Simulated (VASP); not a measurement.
Wanted: the native input for a VASP 6.6.1 run.

```
Task                   : single point
Functional             : PBE
Potentials or basis    : VASP PAW PBE potentials, release 64 (Be, Cd, Se)
Cutoff                 : 520 eV
k mesh                 : 8 × 8 × 6
Occupations            : gaussian, width 0.1 eV
Spin                   : no spin polarisation
Dipole correction      : no
Further INCAR settings : ALGO = Normal; EDIFF = 1e-07; NBANDS = 31
```

The structure of BeCd2Se3 lies in POSCAR:

```
BeCd2Se3
1.0
    4.4710388244      0.0000000000      0.0000000000
    0.0000000000      4.4710388244      0.0000000000
    0.0000000000      0.0000000000      6.7347919312
Be Cd Se
1 2 3
Direct
    0.0000000000      0.0000000000      0.6322287052
    0.5000000000      0.5000000000      0.0288677436
    0.5000000000      0.5000000000      0.4398133517
    0.0000000000      0.0000000000      0.3081739567
    0.5000000000      0.0000000000      0.7678561214
    0.0000000000      0.5000000000      0.7678561214
```

The cell was generated, and may not be a known phase.

The input as run:

INCAR

```
PREC = Accurate ; ENCUT = 520
EDIFF = 1E-7 ; ISMEAR = 0
SIGMA = 0.1 ; LREAL = F
LASPH = T ; NELM = 80
ALGO = Normal ; ISIF = 2
LWAVE = F ; LCHARG = F
GGA = PE ; NBANDS = 31
```

KPOINTS

```
regular mesh
0
Gamma
  8 8 6
```

Potentials or basis: VASP PAW PBE potentials, release 64 (Be, Cd, Se).

Command:

```console
$ cat potpaw_PBE.64/Be/POTCAR potpaw_PBE.64/Cd/POTCAR potpaw_PBE.64/Se/POTCAR > POTCAR
$ mpirun -np 1 vasp_std > vasp.out
```

Results of the run:

- Pressure: 0.2 GPa
- Largest force: 0.025 eV/Å
- Band gap on the k mesh: zero (bands 22 and 23 overlap by 1.51 eV)

Run time: 3.9 min on 1 thread of Intel(R) Xeon(R) Platinum 8259CL CPU @ 2.50GHz (Skylake/Cascade Lake) (shared host), peak memory 0.39 GiB.
